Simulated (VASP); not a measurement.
The system is CrSbC3.

```
Cr Sb C
1.0
     3.75353    0.00000    0.00000
     0.00000    3.75353    0.00000
     0.00000    0.00000    3.80057
Cr Sb C
1 1 3
Cartesian
  1.8768 1.8768 1.9573
  0.0000 0.0000 0.0000
  1.8768 1.8768 3.7056
  0.0000 1.8768 1.8433
  1.8768 0.0000 1.8433
```

| Item | Value |
| --- | --- |
| Program | VASP 6.6.1 |
| Task | relaxation of cell and atoms |
| Functional | PBE |
| Potentials or basis | VASP PAW PBE potentials, release 64 (Cr_sv, Sb_d_GW, C) |
| Cutoff | 700 eV |
| k mesh | 4 × 4 × 4 |
| Occupations | gaussian, width 0.1 eV |
| Spin | no spin polarisation |

At the start: pressure 25.2 GPa; volume 10.71 Å³/atom.

Q: Where does the relaxation end?

A: Over 9 steps the energy falls by 103.9 meV/atom and the volume is 11.95 Å³/atom (+11.6 %); space group P4mm (No. 99, to 0.1 Å) before and after.

Step by step:
| step | energy change (eV) | largest force (eV/Å) | pressure (GPa) | volume (Å³) |
| --- | --- | --- | --- | --- |
| 1 | 0.0000 | 2.1507 | 25.24 | 53.55 |
| 2 | -0.0175 | 0.6296 | -16.53 | 67.71 |
| 3 | -0.5092 | 0.1496 | -0.55 | 59.94 |
| 4 | -0.5095 | 0.1396 | -0.11 | 59.80 |
| 5 | -0.5094 | 0.1306 | 0.27 | 59.67 |
| 6 | -0.5112 | 0.1416 | 0.23 | 59.68 |
| 7 | -0.5162 | 0.1340 | 0.10 | 59.72 |
| 8 | -0.5189 | 0.1048 | -0.30 | 59.78 |
| 9 | -0.5196 | 0.0230 | -0.13 | 59.76 |

Final structure:
```
Cr Sb C
1.0
     3.88801    0.00000    0.00000
     0.00000    3.88801    0.00000
     0.00000    0.00000    3.95317
Cr Sb C
1 1 3
Direct
  0.50000 0.50000 0.51988
  0.00000 0.00000 0.00277
  0.50000 0.50000 0.99102
  0.00000 0.50000 0.47316
  0.50000 0.00000 0.47316
```

Caveat: the k points lie up to 0.40 Å⁻¹ apart in the final cell, too coarse for converged energies and pressures of a metal; an odd number of electrons without spin polarisation forces a metal; a magnetic or distorted state may lie lower; the run has no spin polarisation, though such a crystal can be magnetic.
